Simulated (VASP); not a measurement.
A run of VASP 6.6.1:

INCAR

```
  ALGO = Normal
  EDIFF = 1E-6
  ENCUT = 520
  GGA = PE
  ISIF = 2
  ISMEAR = 0
  LASPH = True
  LCHARG = False
  LREAL = False
  LWAVE = False
  NBANDS = 46
  NELM = 60
  PREC = Accurate
  SIGMA = 0.05
```

KPOINTS

```
k-points
0
Gamma
  8 6 6
```

The input POSCAR:

```
GaN
1.0
   -3.2185392732      0.0000000000      0.0000000000
    0.0000000000      0.0000000000     -5.2433778863
    0.0000000001     -5.5746735474      0.0000000000
Ga N
4 4
Direct
    0.5000000000      0.0070746706      0.1800662304
    0.0000000000     -0.0038460426      0.6532659932
    0.0000000000      0.4961539574      0.3467340068
    0.5000000000      0.5070746706      0.8199337696
    0.5000000000      0.6180288652      0.1689283735
    0.0000000000      0.6227683232      0.6643979259
    0.0000000000      0.1227683232      0.3356020741
    0.5000000000      0.1180288652      0.8310716265
```

Potentials or basis: VASP PAW PBE potentials, release 64 (Ga_d, N).

Run with:

```sh
$ cat potpaw_PBE.64/Ga_d/POTCAR potpaw_PBE.64/N/POTCAR > POTCAR
$ mpirun -np 1 vasp_std > vasp.out
```

Hardware: 1 thread of Intel(R) Xeon(R) Platinum 8488C (Sapphire Rapids), on a shared host.

How long does it take, and how much memory?

It took 4.4 min on 1 thread of Intel(R) Xeon(R) Platinum 8488C (Sapphire Rapids), on a shared host, peak memory 0.36 GiB. Counts: scf iterations 16, k points 80.
